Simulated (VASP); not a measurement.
# Co (P6_3mc) in VASP: single point with PBEsol

Aim: the single point of Co with PBEsol.

Everything below comes from runs of VASP 6.6.1. Logs are shortened: lines on timing, memory, paths and dates and some standing lists are left out, and cuts for length are marked.

### Step 1. The cell of the first run

Symmetry: P6_3mc, No. 186, hexagonal system. Conventional cell: a = 2.455 Å, b = 2.455 Å, c = 7.965 Å, α = 90.00°, β = 90.00°, γ = 120.00°. Within 3.1 Å of Co (site symmetry 3m) lie 12 Co at 2.37 to 2.52 Å. Within 3.1 Å of Co (site symmetry 3m) lie 12 Co at 2.37 to 2.52 Å.

### Step 2. Single point, PBEsol, collinear spin, ferromagnetic start (atoms displaced along a vibrational mode)

The input, INCAR:

```
SYSTEM = Co
  ALGO = Normal
  EDIFF = 1E-6
  ENCUT = 520
  GGA = PS
  ISIF = 2
  ISMEAR = 0
  ISPIN = 2
  LASPH = .TRUE.
  LCHARG = .FALSE.
  LMAXMIX = 4
  LORBIT = 11
  LREAL = .FALSE.
  LWAVE = .FALSE.
  MAGMOM = 1.81 1.83 1.81 1.83
  NBANDS = 30
  NELM = 150
  PREC = Accurate
  SIGMA = 0.15
```

The input, KPOINTS:

```
k-points
0
G
  24 24 6
  0 0 0
```

The input, POSCAR:

```
Co
1.0
    2.4552110702      0.0000000000      0.0000000000
   -1.2276055351      2.1262751584      0.0000000000
    0.0000000000      0.0000000000      7.9648408746
Co
4
Direct
    0.0000000000      0.0000000000      0.0056498304
    0.3333333333      0.6666666667      0.2443501696
    0.0000000000      0.0000000000      0.5056498304
    0.6666666667      0.3333333333      0.7443501696
```

Potentials or basis: VASP PAW PBE potentials, release 64 (Co).

The run is started by

```bash
> cat potpaw_PBE.64/Co/POTCAR > POTCAR
> mpirun -np 1 vasp_std > vasp.out
```

OUTCAR:

```text
SYSTEM = Co
   EDIFF = 1E-6
   ENCUT = 520
   GGA = PS
   ISIF = 2
   ISMEAR = 0
   ISPIN = 2
   LASPH = .TRUE.
   LORBIT = 11
   LREAL = .FALSE.
   NELM = 150
   PREC = Accurate

 ion  position               nearest neighbor table
   1  0.000  0.000  0.006-   2 2.37   2 2.37   2 2.37   4 2.52   4 2.52   4 2.52
   2  0.333  0.667  0.244-   1 2.37   1 2.37   1 2.37   3 2.52   3 2.52   3 2.52
   3  0.000  0.000  0.506-   4 2.37   4 2.37   4 2.37   2 2.52   2 2.52   2 2.52
   4  0.667  0.333  0.744-   3 2.37   3 2.37   3 2.37   1 2.52   1 2.52   1 2.52

  LATTYP: Found a hexagonal cell.
 ALAT       =     2.4552110702
 C/A-ratio  =     3.2440554587

  Lattice vectors:

 A1 = (   2.4552110702,   0.0000000000,   0.0000000000)
 A2 = (  -1.2276055351,   2.1262751584,   0.0000000000)
 A3 = (   0.0000000000,   0.0000000000,   7.9648408746)

Analysis of symmetry for initial positions (statically):
=====================================================================
 Subroutine PRICEL returns:
 Original cell was already a primitive cell.

 Routine SETGRP: Setting up the symmetry group for a
 hexagonal supercell.

 Subroutine GETGRP returns: Found 12 space group operations
 (whereof  6 operations were pure point group operations)
 out of a pool of 24 trial point group operations.

The static configuration has the point symmetry C_3v.
 The point group associated with its full space group is C_6v.

Analysis of symmetry for dynamics (positions and initial velocities):
=====================================================================
 Subroutine PRICEL returns:
 Original cell was already a primitive cell.

 Routine SETGRP: Setting up the symmetry group for a
 hexagonal supercell.

 Subroutine GETGRP returns: Found 12 space group operations
 (whereof  6 operations were pure point group operations)
 out of a pool of 24 trial point group operations.

The dynamic configuration has the point symmetry C_3v.
 The point group associated with its full space group is C_6v.

Analysis of structural, dynamic, and magnetic symmetry:
=====================================================================
 Subroutine PRICEL returns:
 Original cell was already a primitive cell.

 Routine SETGRP: Setting up the symmetry group for a
 hexagonal supercell.

 Subroutine GETGRP returns: Found 12 space group operations
 (whereof  6 operations were pure point group operations)
 out of a pool of 24 trial point group operations.

The overall configuration has the point symmetry C_3v.
 The point group associated with its full space group is C_6v.

 Subroutine INISYM returns: Found 12 space group operations
 (whereof  6 operations are pure point group operations),
 and found     1 'primitive' translations

----------------------------------------------------------------------------------------

                                     Primitive cell

  volume of cell :      41.5801

  direct lattice vectors                    reciprocal lattice vectors
     2.455211070  0.000000000  0.000000000     0.407296958  0.235153008  0.000000000
    -1.227605535  2.126275158  0.000000000     0.000000000  0.470306017  0.000000000
     0.000000000  0.000000000  7.964840875     0.000000000  0.000000000  0.125551786

  length of vectors
     2.455211070  2.455211070  7.964840875     0.470306017  0.470306017  0.125551786

  position of ions in fractional coordinates (direct lattice)
     0.000000000  0.000000000  0.005649830
     0.333333333  0.666666667  0.244350170
     0.000000000  0.000000000  0.505649830
     0.666666667  0.333333333  0.744350170

  ion indices of the primitive-cell ions
   primitive index   ion index
                 1           1
                 2           2
                 3           3
                 4           4

----------------------------------------------------------------------------------------

 KPOINTS: k-points

Automatic generation of k-mesh.
 Grid dimensions read from file:
 generate k-points for:   24   24    6

 Generating k-lattice:

  Cartesian coordinates                     Fractional coordinates (reciprocal lattice)
     0.016970707  0.009798042  0.000000000     0.041666667 -0.000000000  0.000000000
     0.000000000  0.019596084  0.000000000     0.000000000  0.041666667  0.000000000
     0.000000000  0.000000000  0.020925298     0.000000000  0.000000000  0.166666667

  Length of vectors
     0.019596084  0.019596084  0.020925298

  Shift w.r.t. Gamma in fractional coordinates (k-lattice)
     0.000000000  0.000000000  0.000000000

 Subroutine IBZKPT returns following result:
 ===========================================

 Found    244 irreducible k-points:

 Following reciprocal coordinates:
            Coordinates               Weight
  0.000000  0.000000  0.000000      1.000000
  0.041667  0.000000  0.000000      6.000000
  0.083333  0.000000  0.000000      6.000000
  0.125000 -0.000000  0.000000      6.000000
  0.166667 -0.000000  0.000000      6.000000
  0.208333  0.000000  0.000000      6.000000
[... 16 lines left out ...]
  0.416667  0.041667  0.000000     12.000000
  0.458333  0.041667  0.000000     12.000000
 [... further k-points ...]
   k-points           NKPTS =    244   k-points in BZ     NKDIM =    244   number of bands    NBANDS=     30
   number of dos      NEDOS =    301   number of ions     NIONS =      4
   total plane-waves  NPLWV =  19440
   dimension x,y,z NGX =    18 NGY =   18 NGZ =   60
   dimension x,y,z NGXF=    36 NGYF=   36 NGZF=  120
   ions per type =               4
   NGX,Y,Z   is equivalent  to a cutoff of  12.19, 12.19, 12.52 a.u.
   NGXF,Y,Z  is equivalent  to a cutoff of  24.38, 24.38, 25.05 a.u.
 SYSTEM =  Co
   PREC   = accura    normal or accurate (medium, high low for compatibility)
   ISTART =      0    job   : 0-new  1-cont  2-samecut
   ICHARG =      2    charge: 1-file 2-atom 10-const
   ISPIN  =      2    spin polarized calculation?
   LNONCOLLINEAR =      F non collinear calculations
   LSORBIT =      F    spin-orbit coupling
   LASPH  =      T    aspherical Exc in radial PAW
   ENCUT  =  520.0 eV  38.22 Ry    6.18 a.u.   4.57  4.57 14.81*2*pi/ulx,y,z
   NELM   =    150;   NELMIN=  2; NELMDL= -5     # of ELM steps
   EDIFF  = 0.1E-05   stopping-criterion for ELM
   LREAL  =      F    real-space projection
   EDIFFG = 0.1E-04   stopping-criterion for IOM
   NSW    =      0    number of steps for IOM
   IBRION =     -1    ionic relax: 0-MD 1-quasi-New 2-CG
   NFREE  =      0    steps in history (QN), initial steepest desc. (CG)
   ISIF   =      2    stress and relaxation
   ISYM   =      2    0-nonsym 1-usesym 2-fastsym
   POTIM  = 0.5000    time-step for ionic-motion
   TEBEG  =    0.0;   TEEND  =   0.0 temperature during run
   PSTRESS=    0.0 pullay stress
   NELECT =      36.0000    total number of electrons
   NUPDOWN=      -1.0000    fix difference up-down
   EMIN   =  10.00;   EMAX   =-10.00  energy-range for DOS
   EFERMI =   0.00;   METHOD = LEGACY
   ISMEAR =     0;   SIGMA  =   0.15  broadening in eV -4-tet -1-fermi 0-gaus
   EFERMI_NEDOS =   21; number of points for ismear=-14 and -15
   IALGO  =     38    algorithm
   IMIX   =      4    mixing-type and parameters
     AMIX     =   0.40;   BMIX     =  1.00
     AMIX_MAG =   1.60;   BMIX_MAG =  1.00
  volume/ion in A,a.u.               =      10.40        70.15
  Fermi-wavevector in a.u.,A,eV,Ry     =   1.560321  2.948579 33.124752  2.434601
  Thomas-Fermi vector in A             =   2.663550
   LORBIT       =     11    0 simple, 1 ext, 2 COOP (PROOUT), +10 PAW based schemes
   GGA     = PS    functional components
   LHFCALC =     F    Hartree Fock is set to
   AEXX    =    0.0000 exact exchange contribution
   IVDW    =     0    specifies the selected vdW correction
   LEPSILON=     F    determine dielectric tensor
   LRPA    =     F    only Hartree local field effects (RPA)
 spin polarized calculation
 Gauss-broadening in eV      SIGMA  =   0.15
  energy-cutoff  :      520.00
  volume of cell :       41.58
 maximum number of plane-waves:      1151
   NGX =  9   NGY =  9   NGZ = 29

 number of electron      35.9999986 magnetization       6.3840731

 Free energy of the ion-electron system (eV)
  ---------------------------------------------------
  ext. energy  EPLUGINS =         0.00000000
  ---------------------------------------------------
  free energy    TOTEN  =       -30.87476436 eV

  energy without entropy =      -30.83717784  energy(sigma->0) =      -30.85597110

 E-fermi :  10.7578     XC(G=0): -13.8288

 val. band max:       10.7555700289   @ k =   0.2083   0.2083   0.0000
 cond. band min:      10.7579629365   @ k =   0.3333   0.0833   0.3333
 fundamental gap:      0.0023929076
 Fermi energy:        10.7578255546

 spin component 1

 k-point     1 :       0.0000    0.0000    0.0000
  band No.  band energies     occupation
      1       1.4559      1.00000
      2       3.6210      1.00000
      3       3.8865      1.00000
      4       5.3225      1.00000
      5       7.4421      1.00000
      6       7.8909      1.00000
[... 22 lines left out ...]
     29      33.3938      0.00000
     30      34.3583      0.00000

 k-point     2 :       0.0417    0.0000    0.0000
  band No.  band energies     occupation
      1       1.5193      1.00000
      2       3.6762      1.00000
      3       3.9406      1.00000
      4       5.3633      1.00000
      5       7.4038      1.00000
      6       7.8587      1.00000
[... 22 lines left out ...]
     29      33.1790      0.00000
     30      33.7697      0.00000

 k-point     3 :       0.0833    0.0000    0.0000
  band No.  band energies     occupation
      1       1.7079      1.00000
      2       3.8377      1.00000
      3       4.0988      1.00000
      4       5.4814      1.00000
      5       7.3054      1.00000
      6       7.7671      1.00000
[... 682 lines left out ...]
     29      24.4933      0.00000
     30      25.2426      0.00000

 k-point    24 :       0.4583    0.0417    0.0000
  band No.  band energies     occupation
      1       5.3181      1.00000
      2       5.3538      1.00000
      3       5.7282      1.00000
      4       6.1155      1.00000
      5       6.4649      1.00000
      6       6.5338      1.00000
[... 22 lines left out ...]
     29      23.4791      0.00000
     30      24.4016      0.00000

 [... further k-points ...]

 spin component 2

 k-point     1 :       0.0000    0.0000    0.0000
  band No.  band energies     occupation
      1       1.5373      1.00000
      2       3.7657      1.00000
      3       4.0494      1.00000
      4       6.2535      1.00000
      5       8.7315      1.00000
      6       9.3099      1.00000
[... 22 lines left out ...]
     29      33.2227      0.00000
     30      34.2195      0.00000

 k-point     2 :       0.0417    0.0000    0.0000
  band No.  band energies     occupation
      1       1.6009      1.00000
      2       3.8219      1.00000
      3       4.1046      1.00000
      4       6.2989      1.00000
      5       8.7041      1.00000
      6       9.2754      1.00000
[... 22 lines left out ...]
     29      33.0535      0.00000
     30      33.7672      0.00000

 k-point     3 :       0.0833    0.0000    0.0000
  band No.  band energies     occupation
      1       1.7903      1.00000
      2       3.9875      1.00000
      3       4.2671      1.00000
      4       6.4311      1.00000
      5       8.6288      1.00000
      6       9.1873      1.00000
[... 682 lines left out ...]
     29      25.0271      0.00000
     30      25.6848      0.00000

 k-point    24 :       0.4583    0.0417    0.0000
  band No.  band energies     occupation
      1       6.3042      1.00000
      2       6.3985      1.00000
      3       6.8315      1.00000
      4       7.1399      1.00000
      5       7.6385      1.00000
      6       7.6891      1.00000
[... 22 lines left out ...]
     29      24.0942      0.00000
     30      24.9564      0.00000

 [... further k-points ...]

------------------------ aborting loop because EDIFF is reached ----------------------------------------

  FORCE on cell =-STRESS in cart. coord.  units (eV):
  Direction    XX          YY          ZZ          XY          YZ          ZX
  --------------------------------------------------------------------------------------
  -------------------------------------------------------------------------------------
  Total        0.0104510      0.0104510      0.3735787     -0.0000000      0.0000000      0.0000000
  in kB        0.4027016      0.4027016     14.3948563     -0.0000000      0.0000000      0.0000000
  external PRESSURE =       5.0667531 kB  Pullay stress =       0.0000000 kB

 VOLUME and BASIS-vectors are now :
 -----------------------------------------------------------------------------
  energy-cutoff  :      520.00
  volume of cell :       41.58
      direct lattice vectors                 reciprocal lattice vectors
     2.455211070  0.000000000  0.000000000     0.407296958  0.235153008  0.000000000
    -1.227605535  2.126275158  0.000000000     0.000000000  0.470306017  0.000000000
     0.000000000  0.000000000  7.964840875     0.000000000  0.000000000  0.125551786

 POSITION                                       TOTAL-FORCE (eV/Angst)
 -----------------------------------------------------------------------------------
      0.00000      0.00000      0.04500         0.000000     -0.000000     -0.710701
     -0.00000      1.41752      1.94621        -0.000000     -0.000000      0.710701
      0.00000      0.00000      4.02742        -0.000000      0.000000     -0.710701
      1.22761      0.70876      5.92863         0.000000     -0.000000      0.710701
 -----------------------------------------------------------------------------------
    total drift:                                0.000000      0.000000     -0.000174

  FREE ENERGIE OF THE ION-ELECTRON SYSTEM (eV)
  ---------------------------------------------------
  free  energy   TOTEN  =       -30.8747643591 eV

  energy  without entropy=      -30.8371778439  energy(sigma->0) =      -30.85597110

 total charge

# of ion       s       p       d       tot
------------------------------------------
    1        0.511   0.566   7.293   8.369
    2        0.511   0.569   7.286   8.365
    3        0.511   0.566   7.293   8.369
    4        0.511   0.569   7.286   8.365
--------------------------------------------------
tot          2.044   2.268  29.157  33.470

 magnetization (x)

# of ion       s       p       d       tot
------------------------------------------
    1       -0.014  -0.048   1.655   1.594
    2       -0.014  -0.049   1.671   1.608
    3       -0.014  -0.048   1.655   1.594
    4       -0.014  -0.049   1.671   1.608
--------------------------------------------------
tot         -0.056  -0.194   6.654   6.404
```

Run time: 11 min. Hardware: 1 thread of Oxide Virtual Turin-like, shared host; peak memory 0.44 GiB.

Results:

```
Free energy                                           : -30.8748 eV
Pressure                                              : 0.5 GPa
Largest force                                         : 0.711 eV/Å
Net moment                                            : 6.38 μB per cell
Site moments                                          : Co +1.59, +1.61 (each value once) μB
Valence electrons inside the program's atomic spheres : Co 8.37
```

Forces in eV/Å, atoms in the order of the input:
```
Co   0.000  0.000 -0.711
Co   0.000  0.000  0.711
Co   0.000  0.000 -0.711
Co   0.000  0.000  0.711
```

Caveat: the cell differs from its parent crystal (atoms displaced along a vibrational mode); the PAW data sets were made with another functional, which shifts forces and pressure a little.
